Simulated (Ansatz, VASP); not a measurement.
# AlSn4 in VASP and in Ansatz

```
Al Sn
1.0
     5.31524    0.00000    0.00000
     0.00000    5.31524    0.00000
     0.00000    0.00000    5.31524
Al Sn
1 4
Direct
  0.00000 0.00000 0.00000
  0.29663 0.70337 0.70337
  0.70337 0.29663 0.70337
  0.70337 0.70337 0.29663
  0.29663 0.29663 0.29663
```

Alike in both runs: task single point; functional PBEsol; k mesh 8 × 8 × 8; occupations gaussian, width 0.1 eV; no spin polarisation.

```csv
,VASP,Ansatz
version,VASP 6.6.1,Ansatz 0.2.0
potentials or method,"VASP PAW PBE potentials, release 64 (Al, Sn_d)","scalar-relativistic, plane waves, PAW"
plane-wave cutoff (eV),520,420
valence electrons in the cell,59,59
```

Ansatz gave:

| Property | Result |
| --- | --- |
| gap on the k mesh at the Fermi level (eV) | none |
| pressure (GPa) | -2.1 |
| rms of the force components (eV/Å) | 0.057 |

Question: What did VASP give for the same quantities?

Answer: gap on the k mesh at the Fermi level (eV): none; pressure (GPa): -2.2; rms of the force components (eV/Å): 0.057.

VASP's potentials were made for PBE, not for PBEsol. Atom by atom the forces differ by 0.000 eV/Å (rms over components). A gap of «none» marks a metal or a gap that the smearing closes. The functional is the same, so the differences come from potentials, cutoffs and numerics.
